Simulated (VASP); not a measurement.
# TaTe (Pm-3m) in VASP: relaxation of cell and atoms with B3LYP

Aim: the relaxation of cell and atoms of TaTe with B3LYP.

Everything below comes from runs of VASP 6.6.1. Logs are shortened: lines on timing, memory, paths and dates and some standing lists are left out, and cuts for length are marked.

**1. The cell of the first run**

Symmetry: Pm-3m, No. 221, cubic system. Conventional cell: a = 3.420 Å, b = 3.420 Å, c = 3.420 Å, α = 90.00°, β = 90.00°, γ = 90.00°. Within 3.9 Å of Ta (site symmetry m-3m) lie 8 Te at 2.96 Å and 6 Ta at 3.42 Å. Te (site symmetry m-3m) has 8 Ta at 2.96 Å and 6 Te at 3.42 Å within 3.9 Å.

**2. Relaxation of cell and atoms, B3LYP**

Input file POSCAR:

```
TaTe
1.0
    3.4200900000      0.0000000000      0.0000000000
    0.0000000000      3.4200900000      0.0000000000
    0.0000000000      0.0000000000      3.4200900000
Ta Te
1 1
Direct
    0.5000000000      0.5000000000      0.5000000000
    0.0000000000      0.0000000000      0.0000000000
```

Input file INCAR.step1:

```
SYSTEM = TaTe
  ALGO = Normal
  EDIFF = 1E-5
  ENCUT = 600
  GGA = PE
  ISMEAR = -1
  LASPH = .True.
  LCHARG = .False.
  LREAL = .False.
  LWAVE = .True.
  NBANDS = 16
  NELM = 60
  PREC = Accurate
  SIGMA = 0.05
```

Input file INCAR.step2:

```
SYSTEM = TaTe
  AEXX = 0.2
  AGGAC = 0.81
  AGGAX = 0.72
  ALDAC = 0.19
  ALGO = Normal
  EDIFF = 1E-6
  EDIFFG = -0.01
  ENCUT = 600
  GGA = B3
  IBRION = 2
  ISIF = 3
  ISMEAR = -1
  ISTART = 1
  LASPH = .True.
  LCHARG = .False.
  LHFCALC = .True.
  LREAL = .False.
  LWAVE = .False.
  NELM = 60
  NSW = 60
  PREC = Accurate
  PRECFOCK = Normal
  SIGMA = 0.05
```

Input file KPOINTS:

```
k-points
0
Gamma
  4 4 4
  0 0 0
```

Potentials or basis: VASP PAW PBE potentials, release 64 (Ta_pv, Te).

The run is started by

```bash
$ cat potpaw_PBE.64/Ta_pv/POTCAR potpaw_PBE.64/Te/POTCAR > POTCAR
$ cp INCAR.step1 INCAR
$ mpirun -np 1 vasp_std > vasp.out
$ cp INCAR.step2 INCAR
$ mpirun -np 1 vasp_std > vasp.out
```

OUTCAR:

```text
SYSTEM = TaTe
   AEXX = 0.2
   EDIFF = 1E-6
   EDIFFG = -0.01
   ENCUT = 600
   GGA = B3
   IBRION = 2
   ISIF = 3
   ISMEAR = -1
   ISTART = 1
   LASPH = .True.
   LHFCALC = .True.
   LREAL = .False.
   NELM = 60
   NSW = 60
   PREC = Accurate
   PRECFOCK = Normal

 ion  position               nearest neighbor table
   1  0.500  0.500  0.500-   2 2.96   2 2.96   2 2.96   2 2.96   2 2.96   2 2.96   2 2.96   2 2.96

   2  0.000  0.000  0.000-   1 2.96   1 2.96   1 2.96   1 2.96   1 2.96   1 2.96   1 2.96   1 2.96

  LATTYP: Found a simple cubic cell.
 ALAT       =     3.4200900000

  Lattice vectors:

 A1 = (   3.4200900000,   0.0000000000,   0.0000000000)
 A2 = (   0.0000000000,   3.4200900000,   0.0000000000)
 A3 = (   0.0000000000,   0.0000000000,   3.4200900000)

Analysis of symmetry for initial positions (statically):
=====================================================================
 Subroutine PRICEL returns:
 Original cell was already a primitive cell.

 Routine SETGRP: Setting up the symmetry group for a
 simple cubic supercell.

 Subroutine GETGRP returns: Found 48 space group operations
 (whereof 48 operations were pure point group operations)
 out of a pool of 48 trial point group operations.

The static configuration has the point symmetry O_h .

Analysis of symmetry for dynamics (positions and initial velocities):
=====================================================================
 Subroutine PRICEL returns:
 Original cell was already a primitive cell.

 Routine SETGRP: Setting up the symmetry group for a
 simple cubic supercell.

 Subroutine GETGRP returns: Found 48 space group operations
 (whereof 48 operations were pure point group operations)
 out of a pool of 48 trial point group operations.

The dynamic configuration has the point symmetry O_h .

 Subroutine INISYM returns: Found 48 space group operations
 (whereof 48 operations are pure point group operations),
 and found     1 'primitive' translations

----------------------------------------------------------------------------------------

                                     Primitive cell

  volume of cell :      40.0048

  direct lattice vectors                    reciprocal lattice vectors
     3.420090000  0.000000000  0.000000000     0.292389966  0.000000000  0.000000000
     0.000000000  3.420090000  0.000000000     0.000000000  0.292389966  0.000000000
     0.000000000  0.000000000  3.420090000     0.000000000  0.000000000  0.292389966

  length of vectors
     3.420090000  3.420090000  3.420090000     0.292389966  0.292389966  0.292389966

  position of ions in fractional coordinates (direct lattice)
     0.500000000  0.500000000  0.500000000
     0.000000000  0.000000000  0.000000000

  ion indices of the primitive-cell ions
   primitive index   ion index
                 1           1
                 2           2

----------------------------------------------------------------------------------------

 KPOINTS: k-points

Automatic generation of k-mesh.
 Grid dimensions read from file:
 generate k-points for:    4    4    4

 Generating k-lattice:

  Cartesian coordinates                     Fractional coordinates (reciprocal lattice)
     0.073097492  0.000000000  0.000000000     0.250000000  0.000000000  0.000000000
     0.000000000  0.073097492  0.000000000     0.000000000  0.250000000  0.000000000
     0.000000000  0.000000000  0.073097492     0.000000000  0.000000000  0.250000000

  Length of vectors
     0.073097492  0.073097492  0.073097492

  Shift w.r.t. Gamma in fractional coordinates (k-lattice)
     0.000000000  0.000000000  0.000000000

 Subroutine IBZKPT returns following result:
 ===========================================

 Found     10 irreducible k-points:

 Following reciprocal coordinates:
            Coordinates               Weight
  0.000000  0.000000  0.000000      1.000000
  0.250000  0.000000  0.000000      6.000000
  0.500000  0.000000  0.000000      3.000000
  0.250000  0.250000  0.000000     12.000000
  0.500000  0.250000  0.000000     12.000000
  0.500000  0.500000  0.000000      3.000000
  0.250000  0.250000  0.250000      8.000000
  0.500000  0.250000  0.250000     12.000000
  0.500000  0.500000  0.250000      6.000000
  0.500000  0.500000  0.500000      1.000000
   k-points           NKPTS =     10   k-points in BZ     NKDIM =     64   number of bands    NBANDS=     12
   number of dos      NEDOS =    301   number of ions     NIONS =      2
   total plane-waves  NPLWV =  21952
   dimension x,y,z NGX =    28 NGY =   28 NGZ =   28
   dimension x,y,z NGXF=    56 NGYF=   56 NGZF=   56
   ions per type =               1   1
   NGX,Y,Z   is equivalent  to a cutoff of  13.61, 13.61, 13.61 a.u.
   NGXF,Y,Z  is equivalent  to a cutoff of  27.22, 27.22, 27.22 a.u.
 SYSTEM =  TaTe
   PREC   = accura    normal or accurate (medium, high low for compatibility)
   ISTART =      1    job   : 0-new  1-cont  2-samecut
   ICHARG =      0    charge: 1-file 2-atom 10-const
   ISPIN  =      1    spin polarized calculation?
   LNONCOLLINEAR =      F non collinear calculations
   LSORBIT =      F    spin-orbit coupling
   LASPH  =      T    aspherical Exc in radial PAW
   ENCUT  =  600.0 eV  44.10 Ry    6.64 a.u.   6.83  6.83  6.83*2*pi/ulx,y,z
   NELM   =     60;   NELMIN=  2; NELMDL=  0     # of ELM steps
   EDIFF  = 0.1E-05   stopping-criterion for ELM
   LREAL  =      F    real-space projection
   EDIFFG = -.1E-01   stopping-criterion for IOM
   NSW    =     60    number of steps for IOM
   IBRION =      2    ionic relax: 0-MD 1-quasi-New 2-CG
   NFREE  =      1    steps in history (QN), initial steepest desc. (CG)
   ISIF   =      3    stress and relaxation
   ISYM   =      3    0-nonsym 1-usesym 2-fastsym
   POTIM  = 0.5000    time-step for ionic-motion
   TEBEG  =    0.0;   TEEND  =   0.0 temperature during run
   PSTRESS=    0.0 pullay stress
   NELECT =      17.0000    total number of electrons
   NUPDOWN=      -1.0000    fix difference up-down
   EMIN   =  10.00;   EMAX   =-10.00  energy-range for DOS
   EFERMI =   0.00;   METHOD = LEGACY
   ISMEAR =    -1;   SIGMA  =   0.05  broadening in eV -4-tet -1-fermi 0-gaus
   EFERMI_NEDOS =   21; number of points for ismear=-14 and -15
   IALGO  =     38    algorithm
   IMIX   =      1    mixing-type and parameters
     AMIX     =   0.40;   BMIX     =  1.00
     AMIX_MAG =   1.60;   BMIX_MAG =  1.00
  volume/ion in A,a.u.               =      20.00       134.98
  Fermi-wavevector in a.u.,A,eV,Ry     =   1.230798  2.325872 20.610987  1.514865
  Thomas-Fermi vector in A             =   2.365633
   LORBIT       =      0    0 simple, 1 ext, 2 COOP (PROOUT), +10 PAW based schemes
   GGA     = B3    functional components
   LHFCALC =     T    Hartree Fock is set to
   PRECFOCK=normal    Normal, Fast or Accurate (Low or Medium for compatibility)
   ENCUT4O =  -1.0   cutoff for four orbital integrals eV
   NKREDX  =     1    reduce k-point grid by
   NKREDY  =     1    reduce k-point grid by
   NKREDZ  =     1    reduce k-point grid by
   AEXX    =    0.2000 exact exchange contribution
   HFSCREEN=    0.0000 screening length (either q_TF or 0.3 A-1)
   HFSCREENC=   0.0000 screening length for correlation (either q_TF or 0.3 A-1)
   ENCUTFOCK=  -1.0 apply spherical cutoff to Coloumb kernel
   IVDW    =     0    specifies the selected vdW correction
   LEPSILON=     F    determine dielectric tensor
   LRPA    =     F    only Hartree local field effects (RPA)
 conjugate gradient relaxation of ions
 non-spin polarized calculation
  energy-cutoff  :      600.00
  volume of cell :       40.00
 maximum number of plane-waves:      1357
 NGX is ok and might be reduce to    28
  NGX = 24; NGY = 24; NGZ = 24

--------------------------------------- Ionic step        1  -------------------------------------------

 number of electron      17.0000005 magnetization

 Free energy of the ion-electron system (eV)
  ---------------------------------------------------
  ext. energy  EPLUGINS =         0.00000000
  ---------------------------------------------------
  free energy    TOTEN  =       -15.76735784 eV

  energy without entropy =      -15.76727451  energy(sigma->0) =      -15.76731617

------------------------ aborting loop because EDIFF is reached ----------------------------------------

  FORCE on cell =-STRESS in cart. coord.  units (eV):
  Direction    XX          YY          ZZ          XY          YZ          ZX
  --------------------------------------------------------------------------------------
  -------------------------------------------------------------------------------------
  Total        0.8907513      0.8907513      0.8907513     -0.0000000     -0.0000000     -0.0000000
  in kB       35.6742146     35.6742146     35.6742146     -0.0000000     -0.0000000     -0.0000000
  external PRESSURE =      35.6742146 kB  Pullay stress =       0.0000000 kB
[... 21 lines left out ...]
  energy  without entropy=      -15.7672745078  energy(sigma->0) =      -15.76731617

--------------------------------------- Ionic step        2  -------------------------------------------

 number of electron      16.9999996 magnetization

 E-fermi :   9.4796     XC(G=0):  -9.1805

 val. band max:        9.0639305805   @ k =   0.5000   0.5000   0.0000
 cond. band min:       9.9835633581   @ k =   0.5000   0.2500   0.2500
 fundamental gap:      0.9196327776
 Fermi energy:         9.4795586890

 k-point     1 :       0.0000    0.0000    0.0000
  band No.  band energies     occupation
      1     -28.3226      2.00000
      2     -28.3226      2.00000
      3     -28.3226      2.00000
      4      -6.7939      2.00000
      5       5.8624      2.00000
      6       5.8624      2.00000
      7       7.1179      2.00000
      8       7.1179      2.00000
      9       7.1179      2.00000
     10      11.0051      0.00000
     11      11.0051      0.00000
     12      11.0051      0.00000
[... 166 lines left out ...]
  energy  without entropy=      -15.7507544858  energy(sigma->0) =      -15.75076677

--------------------------------------- Ionic step        3  -------------------------------------------

 number of electron      17.0000001 magnetization

 Free energy of the ion-electron system (eV)
  ---------------------------------------------------
  ext. energy  EPLUGINS =         0.00000000
  ---------------------------------------------------
  free energy    TOTEN  =       -15.77795781 eV

  energy without entropy =      -15.77790695  energy(sigma->0) =      -15.77793238

 E-fermi :  10.0342     XC(G=0):  -9.3331

 val. band max:        9.6592923904   @ k =   0.5000   0.5000   0.0000
 cond. band min:      10.5077426385   @ k =   0.5000   0.2500   0.2500
 fundamental gap:      0.8484502481
 Fermi energy:        10.0341550205

 k-point     1 :       0.0000    0.0000    0.0000
  band No.  band energies     occupation
      1     -27.7480      2.00000
      2     -27.7480      2.00000
      3     -27.7480      2.00000
      4      -6.6059      2.00000
      5       6.1822      2.00000
      6       6.1822      2.00000
      7       7.6222      2.00000
      8       7.6222      2.00000
      9       7.6222      2.00000
     10      11.5641      0.00000
     11      11.5641      0.00000
     12      11.5641      0.00000
[... 162 lines left out ...]
  FREE ENERGIE OF THE ION-ELECTRON SYSTEM (eV)
  ---------------------------------------------------
  free  energy   TOTEN  =       -15.7779578095 eV

  energy  without entropy=      -15.7779069481  energy(sigma->0) =      -15.77793238

 reached required accuracy - stopping structural energy minimisation
```

Run time: 34 min. Hardware: 1 thread of Intel Xeon Platinum 8259CL at 2.50GHz (Skylake/Cascade Lake), shared host; peak memory 0.19 GiB.

Results:

```
Free energy                           : -15.7780 eV
Relaxed volume                        : 20.50 Å³/atom
Relaxed cell                          : a = 3.448 Å, b = 3.448 Å, c = 3.448 Å, α = 90.00°, β = 90.00°, γ = 90.00°
Space group after relaxing (to 0.1 Å) : Pm-3m (No. 221)
Energy gained by relaxing             : 5.3 meV/atom
Ionic steps                           : 3
Pressure after relaxing               : 0.0 GPa
Band gap on the k mesh                : zero (an odd number of electrons rules out a gap without spin polarisation)
```

The path:
| step | energy change (eV) | largest force (eV/Å) | pressure (GPa) | volume (Å³) |
| --- | --- | --- | --- | --- |
| 1 | 0.0000 | 0.0000 | 3.57 | 40.00 |
| 2 | 0.0166 | 0.0000 | -5.05 | 42.64 |
| 3 | -0.0106 | 0.0000 | -0.05 | 40.99 |

Final structure:
```xyz
2
Lattice="3.4479 0.0000 0.0000 0.0000 3.4479 0.0000 0.0000 0.0000 3.4479" Properties=species:S:1:pos:R:3 pbc="T T T"
Ta    1.7240    1.7240    1.7240
Te    0.0000    0.0000    0.0000
```

Caveat: the k points lie up to 0.46 Å⁻¹ apart in the final cell, too coarse for converged energies and pressures of a metal; the PAW data sets were made with another functional, which shifts forces and pressure a little; spin-orbit coupling is left out, which moves the levels of the heavy elements; an odd number of electrons without spin polarisation forces a metal; a magnetic or distorted state may lie lower.

The gap in the log of VASP goes by the Fermi energy; the results here count the filled bands.